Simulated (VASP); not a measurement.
# HgTe (F-43m) in VASP: notebook

The runs below take HgTe through single point, with revPBE, BLYP.

Everything below comes from runs of VASP 6.6.1. Logs are shortened: lines on timing, memory, paths and dates and some standing lists are left out, and cuts for length are marked.

## 1. The cell of the first run

The structure is cubic, space group F-43m (No. 216). The conventional cell has a = 6.523 Å, b = 6.523 Å, c = 6.523 Å, α = 90.00°, β = 90.00°, γ = 90.00°. Hg (site symmetry -43m) has 4 Te at 2.82 Å within 3.7 Å. Te (site symmetry -43m) has 4 Hg at 2.82 Å within 3.7 Å.

## 2. Single point, revPBE

File INCAR:

```
  ALGO = Normal
  EDIFF = 1E-6
  ENCUT = 500
  GGA = RE
  GGA_COMPAT = False
  ISIF = 2
  ISMEAR = 0
  LASPH = True
  LCHARG = True
  LELF = True
  LREAL = False
  LVHAR = True
  LWAVE = False
  NBANDS = 16
  NELM = 120
  PREC = Accurate
  SIGMA = 0.05
```

File KPOINTS:

```
k-points
0
Gamma
  6 6 6
```

File POSCAR:

```
HgTe
1.0
    0.0000000000      3.2616136825      3.2616136825
    3.2616136825      0.0000000000      3.2616136825
    3.2616136825      3.2616136825      0.0000000000
Hg Te
1 1
Direct
    0.0000000000      0.0000000000      0.0000000000
    0.2500000000      0.2500000000      0.2500000000
```

Potentials or basis: VASP PAW PBE potentials, release 64 (Hg, Te).

Launch:

```
$ cat potpaw_PBE.64/Hg/POTCAR potpaw_PBE.64/Te/POTCAR > POTCAR
$ mpirun -np 1 vasp_std > vasp.out
```

OUTCAR:

```text
EDIFF = 1E-6
   ENCUT = 500
   GGA = RE
   ISIF = 2
   ISMEAR = 0
   LASPH = True
   LREAL = False
   NELM = 120
   PREC = Accurate

 ion  position               nearest neighbor table
   1  0.000  0.000  0.000-   2 2.82   2 2.82   2 2.82   2 2.82
   2  0.250  0.250  0.250-   1 2.82   1 2.82   1 2.82   1 2.82

  LATTYP: Found a face centered cubic cell.
 ALAT       =     6.5232273650

  Lattice vectors:

 A1 = (   0.0000000000,   3.2616136825,   3.2616136825)
 A2 = (   3.2616136825,   0.0000000000,   3.2616136825)
 A3 = (   3.2616136825,   3.2616136825,   0.0000000000)

Analysis of symmetry for initial positions (statically):
=====================================================================
 Subroutine PRICEL returns:
 Original cell was already a primitive cell.

 Routine SETGRP: Setting up the symmetry group for a
 face centered cubic supercell.

 Subroutine GETGRP returns: Found 24 space group operations
 (whereof 24 operations were pure point group operations)
 out of a pool of 48 trial point group operations.

The static configuration has the point symmetry T_d .

Analysis of symmetry for dynamics (positions and initial velocities):
=====================================================================
 Subroutine PRICEL returns:
 Original cell was already a primitive cell.

 Routine SETGRP: Setting up the symmetry group for a
 face centered cubic supercell.

 Subroutine GETGRP returns: Found 24 space group operations
 (whereof 24 operations were pure point group operations)
 out of a pool of 48 trial point group operations.

The dynamic configuration has the point symmetry T_d .

 Subroutine INISYM returns: Found 24 space group operations
 (whereof 24 operations are pure point group operations),
 and found     1 'primitive' translations

----------------------------------------------------------------------------------------

                                     Primitive cell

  volume of cell :      69.3949

  direct lattice vectors                    reciprocal lattice vectors
     0.000000000  3.261613683  3.261613683    -0.153298351  0.153298351  0.153298351
     3.261613683  0.000000000  3.261613683     0.153298351 -0.153298351  0.153298351
     3.261613683  3.261613683  0.000000000     0.153298351  0.153298351 -0.153298351

  length of vectors
     4.612618305  4.612618305  4.612618305     0.265520533  0.265520533  0.265520533

  position of ions in fractional coordinates (direct lattice)
     0.000000000  0.000000000  0.000000000
     0.250000000  0.250000000  0.250000000

  ion indices of the primitive-cell ions
   primitive index   ion index
                 1           1
                 2           2

----------------------------------------------------------------------------------------

 KPOINTS: k-points

Automatic generation of k-mesh.
 Grid dimensions read from file:
 generate k-points for:    6    6    6

 Generating k-lattice:

  Cartesian coordinates                     Fractional coordinates (reciprocal lattice)
    -0.025549725  0.025549725  0.025549725     0.166666667  0.000000000  0.000000000
     0.025549725 -0.025549725  0.025549725     0.000000000  0.166666667  0.000000000
     0.025549725  0.025549725 -0.025549725     0.000000000  0.000000000  0.166666667

  Length of vectors
     0.044253422  0.044253422  0.044253422

  Shift w.r.t. Gamma in fractional coordinates (k-lattice)
     0.000000000  0.000000000  0.000000000

 Subroutine IBZKPT returns following result:
 ===========================================

 Found     16 irreducible k-points:

 Following reciprocal coordinates:
            Coordinates               Weight
  0.000000  0.000000  0.000000      1.000000
  0.166667  0.000000  0.000000      8.000000
  0.333333  0.000000  0.000000      8.000000
  0.500000  0.000000  0.000000      4.000000
  0.166667  0.166667  0.000000      6.000000
  0.333333  0.166667  0.000000     24.000000
[... 8 lines left out ...]
 -0.333333  0.333333  0.166667     24.000000
 -0.333333  0.500000  0.166667     12.000000
   k-points           NKPTS =     16   k-points in BZ     NKDIM =     16   number of bands    NBANDS=     16
   number of dos      NEDOS =    301   number of ions     NIONS =      2
   total plane-waves  NPLWV =  46656
   dimension x,y,z NGX =    36 NGY =   36 NGZ =   36
   dimension x,y,z NGXF=    72 NGYF=   72 NGZF=   72
   ions per type =               1   1
   NGX,Y,Z   is equivalent  to a cutoff of  12.97, 12.97, 12.97 a.u.
   NGXF,Y,Z  is equivalent  to a cutoff of  25.95, 25.95, 25.95 a.u.
 SYSTEM =  unknown system
   PREC   = accura    normal or accurate (medium, high low for compatibility)
   ISTART =      0    job   : 0-new  1-cont  2-samecut
   ICHARG =      2    charge: 1-file 2-atom 10-const
   ISPIN  =      1    spin polarized calculation?
   LNONCOLLINEAR =      F non collinear calculations
   LSORBIT =      F    spin-orbit coupling
   LASPH  =      T    aspherical Exc in radial PAW
   ENCUT  =  500.0 eV  36.75 Ry    6.06 a.u.   8.41  8.41  8.41*2*pi/ulx,y,z
   NELM   =    120;   NELMIN=  2; NELMDL= -5     # of ELM steps
   EDIFF  = 0.1E-05   stopping-criterion for ELM
   LREAL  =      F    real-space projection
   EDIFFG = 0.1E-04   stopping-criterion for IOM
   NSW    =      0    number of steps for IOM
   IBRION =     -1    ionic relax: 0-MD 1-quasi-New 2-CG
   NFREE  =      0    steps in history (QN), initial steepest desc. (CG)
   ISIF   =      2    stress and relaxation
   ISYM   =      2    0-nonsym 1-usesym 2-fastsym
   POTIM  = 0.5000    time-step for ionic-motion
   TEBEG  =    0.0;   TEEND  =   0.0 temperature during run
   PSTRESS=    0.0 pullay stress
   NELECT =      18.0000    total number of electrons
   NUPDOWN=      -1.0000    fix difference up-down
   EMIN   =  10.00;   EMAX   =-10.00  energy-range for DOS
   EFERMI =   0.00;   METHOD = LEGACY
   ISMEAR =     0;   SIGMA  =   0.05  broadening in eV -4-tet -1-fermi 0-gaus
   EFERMI_NEDOS =   21; number of points for ismear=-14 and -15
   IALGO  =     38    algorithm
   IMIX   =      4    mixing-type and parameters
     AMIX     =   0.40;   BMIX     =  1.00
     AMIX_MAG =   1.60;   BMIX_MAG =  1.00
  volume/ion in A,a.u.               =      34.70       234.15
  Fermi-wavevector in a.u.,A,eV,Ry     =   1.044054  1.972977 14.831026  1.090050
  Thomas-Fermi vector in A             =   2.178790
   LORBIT       =      0    0 simple, 1 ext, 2 COOP (PROOUT), +10 PAW based schemes
   GGA     = RE    functional components
   LHFCALC =     F    Hartree Fock is set to
   AEXX    =    0.0000 exact exchange contribution
   IVDW    =     0    specifies the selected vdW correction
   LEPSILON=     F    determine dielectric tensor
   LRPA    =     F    only Hartree local field effects (RPA)
 non-spin polarized calculation
 Gauss-broadening in eV      SIGMA  =   0.05
  energy-cutoff  :      500.00
  volume of cell :       69.39
 maximum number of plane-waves:      1807
 NGX is ok and might be reduce to    36
   NGX = 17   NGY = 17   NGZ = 17

 number of electron      18.0000002 magnetization

 Free energy of the ion-electron system (eV)
  ---------------------------------------------------
  ext. energy  EPLUGINS =         0.00000000
  ---------------------------------------------------
  free energy    TOTEN  =        -2.95564775 eV

  energy without entropy =       -2.95529066  energy(sigma->0) =       -2.95546921

 E-fermi :   2.9139     XC(G=0):  -8.4487

 val. band max:        2.8986461460   @ k =   0.0000   0.0000   0.0000
 cond. band min:       3.6666531809   @ k =   0.5000   0.0000   0.0000
 fundamental gap:      0.7680070349
 Fermi energy:         2.9138746203

 k-point     1 :       0.0000    0.0000    0.0000
  band No.  band energies     occupation
      1      -8.8642      2.00000
      2      -4.3054      2.00000
      3      -4.3054      2.00000
      4      -4.3054      2.00000
      5      -3.8115      2.00000
      6      -3.8115      2.00000
[... 8 lines left out ...]
     15      12.4172      0.00000
     16      12.4172      0.00000

 k-point     2 :       0.1667    0.0000    0.0000
  band No.  band energies     occupation
      1      -8.7396      2.00000
      2      -4.2716      2.00000
      3      -4.2716      2.00000
      4      -4.2459      2.00000
      5      -3.8138      2.00000
      6      -3.8138      2.00000
[... 8 lines left out ...]
     15      11.5306      0.00000
     16      11.5306      0.00000

 k-point     3 :       0.3333    0.0000    0.0000
  band No.  band energies     occupation
      1      -8.4732      2.00000
      2      -4.2128      2.00000
      3      -4.2128      2.00000
      4      -3.9604      2.00000
      5      -3.8051      2.00000
      6      -3.8051      2.00000
[... 8 lines left out ...]
     15      11.8222      0.00000
     16      11.8222      0.00000

 k-point     4 :       0.5000    0.0000    0.0000
  band No.  band energies     occupation
      1      -8.3307      2.00000
      2      -4.1899      2.00000
      3      -4.1899      2.00000
      4      -3.7917      2.00000
      5      -3.7917      2.00000
      6      -3.5188      2.00000
[... 8 lines left out ...]
     15      12.9550      0.00000
     16      12.9550      0.00000

 k-point     5 :       0.1667    0.1667    0.0000
  band No.  band energies     occupation
      1      -8.6976      2.00000
      2      -4.2750      2.00000
      3      -4.2367      2.00000
      4      -4.2367      2.00000
      5      -3.8324      2.00000
      6      -3.7971      2.00000
[... 8 lines left out ...]
     15      11.5111      0.00000
     16      12.5556      0.00000

 k-point     6 :       0.3333    0.1667    0.0000
  band No.  band energies     occupation
      1      -8.4759      2.00000
      2      -4.2134      2.00000
      3      -4.1685      2.00000
      4      -4.0782      2.00000
      5      -3.8154      2.00000
      6      -3.7854      2.00000
[... 8 lines left out ...]
     15      12.4276      0.00000
     16      12.5992      0.00000

 k-point     7 :       0.5000    0.1667    0.0000
  band No.  band energies     occupation
      1      -8.2865      2.00000
      2      -4.1722      2.00000
      3      -4.1396      2.00000
      4      -3.8558      2.00000
      5      -3.7870      2.00000
      6      -3.5430      2.00000
[... 8 lines left out ...]
     15      12.6520      0.00000
     16      13.0608      0.00000

 k-point     8 :      -0.3333    0.1667    0.0000
  band No.  band energies     occupation
      1      -8.3346      2.00000
      2      -4.1690      2.00000
      3      -4.1668      2.00000
      4      -3.8433      2.00000
      5      -3.8175      2.00000
      6      -3.6891      2.00000
[... 8 lines left out ...]
     15      11.8815      0.00000
     16      13.1028      0.00000

 k-point     9 :      -0.1667    0.1667    0.0000
  band No.  band energies     occupation
      1      -8.5658      2.00000
      2      -4.2327      2.00000
      3      -4.2095      2.00000
      4      -4.1319      2.00000
      5      -3.8302      2.00000
      6      -3.7916      2.00000
[... 8 lines left out ...]
     15      11.8896      0.00000
     16      12.1944      0.00000

 k-point    10 :       0.3333    0.3333    0.0000
  band No.  band energies     occupation
      1      -8.3379      2.00000
      2      -4.1565      2.00000
      3      -4.0794      2.00000
      4      -4.0794      2.00000
      5      -3.7680      2.00000
      6      -3.7625      2.00000
[... 8 lines left out ...]
     15      12.9132      0.00000
     16      14.5931      0.00000

 k-point    11 :       0.5000    0.3333    0.0000
  band No.  band energies     occupation
      1      -8.1932      2.00000
      2      -4.1237      2.00000
      3      -4.0371      2.00000
      4      -3.9716      2.00000
      5      -3.7698      2.00000
      6      -3.4805      2.00000
[... 8 lines left out ...]
     15      13.2691      0.00000
     16      14.2033      0.00000

 k-point    12 :      -0.3333    0.3333    0.0000
  band No.  band energies     occupation
      1      -8.1928      2.00000
      2      -4.1318      2.00000
      3      -4.0775      2.00000
      4      -3.8640      2.00000
      5      -3.8029      2.00000
      6      -3.3844      2.00000
[... 8 lines left out ...]
     15      11.9857      0.00000
     16      14.7797      0.00000

 k-point    13 :       0.5000    0.5000    0.0000
  band No.  band energies     occupation
      1      -8.1439      2.00000
      2      -4.1200      2.00000
      3      -3.9878      2.00000
      4      -3.9878      2.00000
      5      -3.7534      2.00000
      6      -3.3783      2.00000
[... 8 lines left out ...]
     15      13.1625      0.00000
     16      14.3437      0.00000

 k-point    14 :       0.5000    0.3333    0.1667
  band No.  band energies     occupation
      1      -8.2893      2.00000
      2      -4.1426      2.00000
      3      -4.1182      2.00000
      4      -3.9436      2.00000
      5      -3.7884      2.00000
      6      -3.6612      2.00000
[... 8 lines left out ...]
     15      13.1635      0.00000
     16      13.9735      0.00000

 k-point    15 :      -0.3333    0.3333    0.1667
  band No.  band energies     occupation
      1      -8.1928      2.00000
      2      -4.1201      2.00000
      3      -4.0894      2.00000
      4      -3.8550      2.00000
      5      -3.8184      2.00000
      6      -3.3670      2.00000
[... 8 lines left out ...]
     15      13.2990      0.00000
     16      13.8572      0.00000

 k-point    16 :      -0.3333    0.5000    0.1667
  band No.  band energies     occupation
      1      -8.1448      2.00000
      2      -4.0973      2.00000
      3      -4.0391      2.00000
      4      -3.9192      2.00000
      5      -3.7940      2.00000
      6      -3.2679      2.00000
[... 8 lines left out ...]
     15      13.7062      0.00000
     16      14.0008      0.00000

------------------------ aborting loop because EDIFF is reached ----------------------------------------

  FORCE on cell =-STRESS in cart. coord.  units (eV):
  Direction    XX          YY          ZZ          XY          YZ          ZX
  --------------------------------------------------------------------------------------
  -------------------------------------------------------------------------------------
  Total        1.5680833      1.5680833      1.5680833      0.0000000      0.0000000      0.0000000
  in kB       36.2036338     36.2036338     36.2036338      0.0000000      0.0000000      0.0000000
  external PRESSURE =      36.2036338 kB  Pullay stress =       0.0000000 kB

 VOLUME and BASIS-vectors are now :
 -----------------------------------------------------------------------------
  energy-cutoff  :      500.00
  volume of cell :       69.39
      direct lattice vectors                 reciprocal lattice vectors
     0.000000000  3.261613683  3.261613683    -0.153298351  0.153298351  0.153298351
     3.261613683  0.000000000  3.261613683     0.153298351 -0.153298351  0.153298351
     3.261613683  3.261613683  0.000000000     0.153298351  0.153298351 -0.153298351

 POSITION                                       TOTAL-FORCE (eV/Angst)
 -----------------------------------------------------------------------------------
      0.00000      0.00000      0.00000         0.000000      0.000000     -0.000000
      1.63081      1.63081      1.63081        -0.000000     -0.000000      0.000000
 -----------------------------------------------------------------------------------
    total drift:                               -0.000000     -0.000000     -0.000000

  FREE ENERGIE OF THE ION-ELECTRON SYSTEM (eV)
  ---------------------------------------------------
  free  energy   TOTEN  =        -2.9556477494 eV

  energy  without entropy=       -2.9552906607  energy(sigma->0) =       -2.95546921
```

It took 12 s on 1 thread of Intel Xeon Platinum 8488C (Sapphire Rapids), shared host; peak memory 0.2 GiB.

What came out:

```yaml
Free_energy: -2.9556 eV
Pressure: 3.6 GPa
Band_gap_on_the_k_mesh: zero (filled and empty bands touch)
```

Caveat: the PAW data sets were made with another functional, which shifts forces and pressure a little; spin-orbit coupling is left out, which moves the levels of the heavy elements.

## 3. Single point, BLYP

This run uses another cell than the first one, of 35.14 Å³/atom, 1.013 times its volume.

File INCAR:

```
SYSTEM = HgTe
PREC = Accurate
ENCUT = 500
EDIFF = 1E-6
ISMEAR = 0
SIGMA = 0.05
LREAL = .False.
LASPH = .True.
NELM = 120
ALGO = Normal
ISIF = 2
LWAVE = .False.
LCHARG = .False.
GGA = B5
ALDAX = 1.0
AGGAX = 1.0
AGGAC = 1.0
ALDAC = 0.0
NBANDS = 16
GGA_COMPAT = .False.
```

File KPOINTS:

```
Automatic mesh
0
Gamma
  6 6 6
  0 0 0
```

File POSCAR:

```
HgTe
1.0
    0.0000000000      3.2753328421      3.2753328421
    3.2753328421      0.0000000000      3.2753328421
    3.2753328421      3.2753328421      0.0000000000
Hg Te
1 1
Direct
    0.0000000000      0.0000000000      0.0000000000
    0.2500000000      0.2500000000      0.2500000000
```

Potentials or basis: VASP PAW PBE potentials, release 64 (Hg, Te).

Launch:

```
$ cat potpaw_PBE.64/Hg/POTCAR potpaw_PBE.64/Te/POTCAR > POTCAR
$ mpirun -np 1 vasp_std > vasp.out
```

Wall time 18 s (1 thread of Intel Xeon Platinum 8488C (Sapphire Rapids), shared host); peak memory 0.2 GiB.

Results (log left out):

```
Free energy            : -2.5652 eV
Pressure               : 5.0 GPa
Band gap on the k mesh : zero (filled and empty bands touch)
```

Levels at points of the mesh, in eV from the Fermi level:
```tsv
k point	band 6	band 7	band 8	band 9	band 10	band 11	band 12	band 13
(0.00, 0.00, 0.00)	-6.69	-0.91	-0.02	-0.02	-0.02	4.31	4.31	4.31
(0.50, 0.00, 0.00)	-6.42	-5.24	-0.92	-0.92	0.67	5.09	5.09	6.89
(0.50, 0.50, 0.00)	-6.29	-5.25	-2.11	-2.11	1.90	2.64	8.13	8.64
```

Caveat: the PAW data sets were made with another functional, which shifts forces and pressure a little; spin-orbit coupling is left out, which moves the levels of the heavy elements.
